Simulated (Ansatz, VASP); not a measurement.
Sb in VASP and in Ansatz

```
Sb
1.0
     3.16000    0.00000    0.00000
     0.00000    3.16000    0.00000
     0.00000    0.00000    3.06520
Sb
1
Direct
  0.00000 0.00000 0.00000
```

Change from the starting cell: zz strain of -3 %, crystal datasets.

Alike in both runs: task electric field gradients; functional PBEsol; k mesh 13 × 13 × 13; occupations fermi-dirac, width 0.05 eV; no spin polarisation.

|  | VASP | Ansatz |
| --- | --- | --- |
| version | VASP 6.6.1 | Ansatz 0.2.0 |
| potentials or method | VASP PAW PBE potentials, release 64 (Sb), cutoff 400 eV | all-electron PAW with datasets made for the crystal, scalar-relativistic |

|  | VASP | Ansatz | Ansatz less VASP |
| --- | --- | --- | --- |
| pressure (GPa) | -3.4 | -3.5 | -0.05 |
| traceless stress, the component that is largest in VASP (GPa) | 3.07 | 3.04 | -0.029 |
| size of Vzz on the site where it differs most (V/Å²) | 13.4 | 11.4 | -2.05 |

VASP's potentials were made for PBE, not for PBEsol. Ansatz ran all-electron here, and VASP with PAW potentials.

Neither program's run includes spin-orbit coupling.
